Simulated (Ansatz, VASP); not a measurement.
# H2CClF in VASP and in Ansatz

```
CELL_PARAMETERS angstrom
5.06040 0.00000 -0.00335
0.00000 4.19529 0.00000
-2.13537 0.00000 6.54088
ATOMIC_POSITIONS crystal
H 0.28512 0.38810 0.15631
H 0.71488 0.88810 0.84369
H 0.56940 0.10969 0.27046
H 0.43060 0.60969 0.72954
C 0.34639 0.14042 0.19487
C 0.65361 0.64042 0.80513
Cl 0.16944 0.00358 0.36715
Cl 0.83056 0.50358 0.63285
F 0.26667 0.95871 0.01924
F 0.73333 0.45871 0.98076
```

Alike in both runs: task relaxation of cell and atoms; functional PBE; dispersion D3(BJ); k mesh 4 × 6 × 4; occupations gaussian, width 0.02 eV; no spin polarisation.

|  | VASP | Ansatz |
| --- | --- | --- |
| version | VASP 6.6.1 | Ansatz 0.2.0 |
| potentials or method | VASP PAW PBE potentials, release 64 (H, C, Cl, F), cutoff 600 eV | scalar-relativistic, plane waves, PAW |
| valence electrons in the cell | 40 | 40 |

Ansatz gave:

| Item | Value |
| --- | --- |
| gap on the k mesh at the Fermi level, each at its own relaxed structure (eV) | 5.98 |
| relaxed volume (Å³/atom) | 14.07 |
| relaxed length of the cell vector where the two differ most in proportion (Å) | 6.982 |

Problem. Estimate VASP's values.

Solution. gap on the k mesh at the Fermi level, each at its own relaxed structure (eV): 6.08; relaxed volume (Å³/atom): 13.64; relaxed length of the cell vector where the two differ most in proportion (Å): 6.846.
